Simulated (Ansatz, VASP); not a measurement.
Two plane-wave programs on Na

The input POSCAR:

```
Na
1.0
   -2.1175000000      2.1175000000      2.0539750000
    2.1175000000     -2.1175000000      2.0539750000
    2.1175000000      2.1175000000     -2.0539750000
Na
1
Direct
    0.0000000000      0.0000000000      0.0000000000
```

INCAR.step1

```
SYSTEM = Na
  ALGO = Normal
  EDIFF = 1E-4
  ENCUT = 520
  GGA = PE
  ISMEAR = 0
  LASPH = .TRUE.
  LCHARG = .FALSE.
  LREAL = .FALSE.
  LWAVE = .TRUE.
  NBANDS = 10
  NELM = 100
  PREC = Accurate
  SIGMA = 0.15
```

File INCAR.step2:

```
SYSTEM = Na
  ALGO = Normal
  EDIFF = 1E-7
  ENCUT = 520
  ISIF = 2
  ISMEAR = 0
  ISTART = 1
  LASPH = .TRUE.
  LCHARG = .FALSE.
  LMIXTAU = .TRUE.
  LREAL = .FALSE.
  LWAVE = .FALSE.
  METAGGA = R2SCAN
  NBANDS = 10
  NELM = 100
  PREC = Accurate
  SIGMA = 0.15
```

KPOINTS

```
k-points
0
G
  16 16 16
  0 0 0
```

Input for Ansatz:

```yaml
crystal:
  lattice:
    - [-2.1175, 2.1175, 2.053975]
    - [2.1175, -2.1175, 2.053975]
    - [2.1175, 2.1175, -2.053975]
  atoms:
    - { symbol: Na, position: [0.0, 0.0, 0.0] }
basis:
  ecutwfc: 500
kpoints:
  mp_grid: { grid: [16, 16, 16] }
hamiltonian:
  xc: r2scan
scf:
  occupations: { method: gaussian, width: 0.15 }
output:
  forces: true
  stress: true
  eigenvalues: true
```

Change from the starting cell: strain +0.000 along x and y, -0.030 along z, atoms carried along.

Alike in both runs: task single point; functional r2SCAN; k mesh 16 × 16 × 16; occupations gaussian, width 0.15 eV; no spin polarisation.

|  | VASP | Ansatz |
| --- | --- | --- |
| version | VASP 6.6.1 | Ansatz 0.2.0 |
| potentials or method | VASP PAW PBE potentials, release 64 (Na_pv), cutoff 520 eV | scalar-relativistic, plane waves, PAW |
| valence electrons in the cell | 7 | 9 |

```csv
,VASP,Ansatz,Ansatz less VASP
gap on the k mesh at the Fermi level (eV),none,none,-
pressure (GPa),0.2,0.2,-0.06
```

VASP's potentials were made for PBE, not for r2SCAN. A gap of «none» marks a metal or a gap that the smearing closes. VASP's potentials hold 7 valence electrons a cell and Ansatz's 9, so a difference there can come from the potentials and not from the codes.
